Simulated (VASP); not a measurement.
# Nb (Im-3m) in VASP: settings compared, part 2 of 2

VASP 6.6.1. Earlier steps stand in the parts before.

## 5. Single point, PBEsol

INCAR

```
SYSTEM = Nb
ALGO = Normal
EDIFF = 1E-6
ENCUT = 500
GGA = PS
GGA_COMPAT = .False.
ISIF = 2
ISMEAR = 1
LASPH = .True.
LCHARG = .False.
LREAL = .False.
LWAVE = .False.
NBANDS = 12
NELM = 120
PREC = Accurate
SIGMA = 0.023
```

KPOINTS

```
k-points
0
Gamma
  10 10 10
  0 0 0
```

POSCAR

```
Nb
1.0
   -1.6588161896      1.6588161896      1.6588161896
    1.6588161896     -1.6588161896      1.6588161896
    1.6588161896      1.6588161896     -1.6588161896
Nb
1
Direct
    0.0000000000      0.0000000000      0.0000000000
```

Potentials or basis: VASP PAW PBE potentials, release 64 (Nb_sv).

Command:

```console
cat potpaw_PBE.64/Nb_sv/POTCAR > POTCAR
mpirun -np 1 vasp_std > vasp.out
```

OUTCAR:

```text
SYSTEM = Nb
   EDIFF = 1E-6
   ENCUT = 500
   GGA = PS
   ISIF = 2
   ISMEAR = 1
   LASPH = .True.
   LREAL = .False.
   NELM = 120
   PREC = Accurate

 ion  position               nearest neighbor table
   1  0.000  0.000  0.000-

  LATTYP: Found a body centered cubic cell.
 ALAT       =     3.3176323792

  Lattice vectors:

 A1 = (  -1.6588161896,   1.6588161896,   1.6588161896)
 A2 = (   1.6588161896,  -1.6588161896,   1.6588161896)
[... 531 lines left out ...]
      3     -19.0865      2.00000
      4     -18.8705      2.00000
      5       7.5454      2.00000
      6      10.2030      2.00000
      7      10.5766      2.00000
      8      12.9315      0.00000
      9      14.2798      0.00000
     10      15.0134      0.00000
     11      24.6005      0.00000
     12      26.4020      0.00000

 [... further k-points ...]
[... 5 lines left out ...]
  --------------------------------------------------------------------------------------
  -------------------------------------------------------------------------------------
  Total       -0.8093440     -0.8093440     -0.8093440     -0.0000000      0.0000000     -0.0000000
  in kB      -71.0213574    -71.0213574    -71.0213574     -0.0000000      0.0000000     -0.0000000
  external PRESSURE =     -71.0213574 kB  Pullay stress =       0.0000000 kB

 VOLUME and BASIS-vectors are now :
 -----------------------------------------------------------------------------
  energy-cutoff  :      500.00
  volume of cell :       18.26
      direct lattice vectors                 reciprocal lattice vectors
    -1.658816190  1.658816190  1.658816190     0.000000000  0.301419773  0.301419773
     1.658816190 -1.658816190  1.658816190     0.301419773  0.000000000  0.301419773
     1.658816190  1.658816190 -1.658816190     0.301419773  0.301419773  0.000000000

 POSITION                                       TOTAL-FORCE (eV/Angst)
 -----------------------------------------------------------------------------------
      0.00000      0.00000      0.00000        -0.000000      0.000000     -0.000000
 -----------------------------------------------------------------------------------
    total drift:                                0.000000      0.000000     -0.000000

  FREE ENERGIE OF THE ION-ELECTRON SYSTEM (eV)
  ---------------------------------------------------
  free  energy   TOTEN  =       -10.9120816514 eV

  energy  without entropy=      -10.9120240906  energy(sigma->0) =      -10.91206246
```

OSZICAR:

```text
N       E                     dE             d eps       ncg     rms          rms(c)
DAV:   1     0.108247873534E+03    0.10825E+03   -0.70767E+03  1136   0.105E+03
DAV:   2    -0.699222021374E+01   -0.11524E+03   -0.11105E+03  1252   0.377E+02
DAV:   3    -0.111446681633E+02   -0.41524E+01   -0.40225E+01  1592   0.629E+01
DAV:   4    -0.114169130802E+02   -0.27224E+00   -0.27069E+00  1588   0.146E+01
DAV:   5    -0.114261482038E+02   -0.92351E-02   -0.92349E-02  1636   0.234E+00    0.722E+00
DAV:   6    -0.109585536204E+02    0.46759E+00   -0.67862E-01  1792   0.103E+01    0.242E+00
DAV:   7    -0.109087900206E+02    0.49764E-01   -0.16095E-01  1856   0.487E+00    0.911E-01
DAV:   8    -0.109123916826E+02   -0.36017E-02   -0.16089E-02  1596   0.165E+00    0.175E-01
DAV:   9    -0.109120822762E+02    0.30941E-03   -0.10942E-03  1584   0.392E-01    0.332E-02
DAV:  10    -0.109120867752E+02   -0.44990E-05   -0.24060E-05  1392   0.510E-02    0.126E-02
DAV:  11    -0.109120816761E+02    0.50991E-05   -0.48952E-06  1476   0.366E-02    0.361E-03
DAV:  12    -0.109120816514E+02    0.24691E-07   -0.20463E-07   776   0.516E-03
   1 F= -.10912082E+02 E0= -.10912062E+02  d E =-.575608E-04
```

stdout:

```text
POSCAR found type information on POSCAR Nb
 POSCAR found :  1 types and       1 ions
 scaLAPACK will be used
 -----------------------------------------------------------------------------
|                                                                             |
|                                                                             |
|     You enforced a specific xc type in the INCAR file but a different       |
|     I HOPE YOU KNOW WHAT YOU ARE DOING!                                     |
|                                                                             |
 -----------------------------------------------------------------------------

 LDA part: xc-table for (Slater+PW92), standard interpolation
 POSCAR, INCAR and KPOINTS ok, starting setup
 FFT: planning ... GRIDC
 FFT: planning ... GRID_SOFT
 FFT: planning ... GRID
 WAVECAR not read
 entering main loop
```

Wall time 14 s (1 thread of Intel Xeon 8259CL, shared host); peak memory 0.14 GiB.

What came out:

```
Free energy : -10.9121 eV
Pressure    : -7.1 GPa
```

Levels at points of the mesh, in eV from the Fermi level:
```csv
k point,band 3,band 4,band 5,band 6,band 7,band 8,band 9,band 10
"(0.00, 0.00, 0.00)",-29.62,-29.62,-5.94,0.38,0.38,0.38,3.24,3.24
"(0.50, 0.00, 0.00)",-30.04,-29.63,-3.68,-1.62,2.22,3.26,3.94,6.31
"(0.50, 0.50, 0.50)",-30.52,-30.52,-3.65,-3.65,5.55,5.55,5.55,8.93
```

Caveat: the PAW data sets were made with another functional, which shifts forces and pressure a little.

## 6. Overview

| level | smearing | gap on the mesh (eV) | pressure (GPa) |
| --- | --- | --- | --- |
| PBE | gaussian 0.0056 eV | none | -1.2 |
| PBE+D4 | fermi-dirac 0.042 eV | none | -4.0 |
| PBEsol | methfessel-paxton 0.023 eV | none | -7.1 |

Alike in all rows: task single point; potentials or basis VASP PAW PBE potentials, release 64 (Nb_sv); no spin polarisation; cell as given; k mesh 10 × 10 × 10; cutoff (eV) 500.

Every run on the cell as given and a fine mesh finds a metal. The pressure there spans -7.1 GPa (PBEsol) to -1.2 GPa (PBE); a positive pressure means that this level wants a larger cell, a negative one a smaller.

Caveats: pairwise dispersion overbinds metals, which lowers pressure and volume (some runs); the PAW data sets were made with another functional, which shifts forces and pressure a little (some runs).

Total energies depend on the potentials used, so only differences within one code and one set of settings carry meaning.
